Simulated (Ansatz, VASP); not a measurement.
# MoN2: VASP beside Ansatz

INCAR

```
PREC     = Accurate       # precision mode
ENCUT    = 520            # plane-wave cutoff, eV
EDIFF    = 1E-6           # SCF threshold, eV
ISMEAR   = 0              # smearing method
SIGMA    = 0.15           # smearing width, eV
LREAL    = F              # projectors in reciprocal space
LASPH    = T              # aspherical terms in the spheres
NELM     = 80             # most SCF steps
ALGO     = Normal         # electronic algorithm
ISIF     = 2              # what is computed and relaxed
LWAVE    = F              # write WAVECAR
LCHARG   = T              # write CHGCAR
GGA      = PE             # functional
LELF     = T              # ELF
LVHAR    = T            
NBANDS   = 33             # bands
```

KPOINTS

```
regular mesh
0
Gamma
  12 12 18
```

The input POSCAR:

```
MoN2
1.0
    4.0080823013      0.0000000000      0.0000000000
    0.0000000000      4.6580415933      0.0000000000
    0.0000000000      0.0000000000      2.7518917152
Mo N
2 4
Direct
    0.5000000000      0.5000000000      0.0000000000
    0.0000000000      0.0000000000      0.0000000000
    0.8879039728      0.3879039728      0.5000000000
    0.1120960272      0.6120960272      0.5000000000
    0.3879039728      0.1120960272      0.5000000000
    0.6120960272      0.8879039728      0.5000000000
```

Input for Ansatz:

```yaml
crystal:
  lattice:
    - [4.0080823013, 0.0, 0.0]
    - [0.0, 4.6580415933, 0.0]
    - [0.0, 0.0, 2.7518917152]
  atoms:
    - { symbol: Mo, position: [0.5, 0.5, 0.0] }
    - { symbol: Mo, position: [0.0, 0.0, 0.0] }
    - { symbol: "N", position: [0.8879039728, 0.3879039728, 0.5] }
    - { symbol: "N", position: [0.1120960272, 0.6120960272, 0.5] }
    - { symbol: "N", position: [0.3879039728, 0.1120960272, 0.5] }
    - { symbol: "N", position: [0.6120960272, 0.8879039728, 0.5] }
basis:
  ecutwfc: 420
kpoints:
  mp_grid: { grid: [12, 12, 18] }
hamiltonian:
  xc: pbe
scf:
  occupations: { method: gaussian, width: 0.15 }
output:
  forces: true
  stress: true
  eigenvalues: true
```

Change from the starting cell: strain -0.0750 x Voigt [1, -1, 0, 0, 0, 0], atoms carried along.

Alike in both runs: task single point; functional PBE; k mesh 12 × 12 × 18; occupations gaussian, width 0.15 eV; no spin polarisation.

|  | VASP | Ansatz |
| --- | --- | --- |
| version | VASP 6.6.1 | Ansatz 0.2.0 |
| potentials or method | VASP PAW PBE potentials, release 64 (Mo_sv, N), cutoff 520 eV | scalar-relativistic, plane waves, PAW |
| valence electrons in the cell | 48 | 48 |

Ansatz gave:

| Item | Value |
| --- | --- |
| gap on the k mesh at the Fermi level (eV) | none |
| pressure (GPa) | 7.5 |
| traceless stress, the component that is largest in VASP (GPa) | -39.73 |
| rms of the force components (eV/Å) | 0.378 |

Question: Estimate VASP's values.

Answer: gap on the k mesh at the Fermi level (eV): none; pressure (GPa): 8.0; traceless stress, the component that is largest in VASP (GPa): -39.74; rms of the force components (eV/Å): 0.362.

Atom by atom the forces differ by 0.040 eV/Å (rms over components). A gap of «none» marks a metal or a gap that the smearing closes.
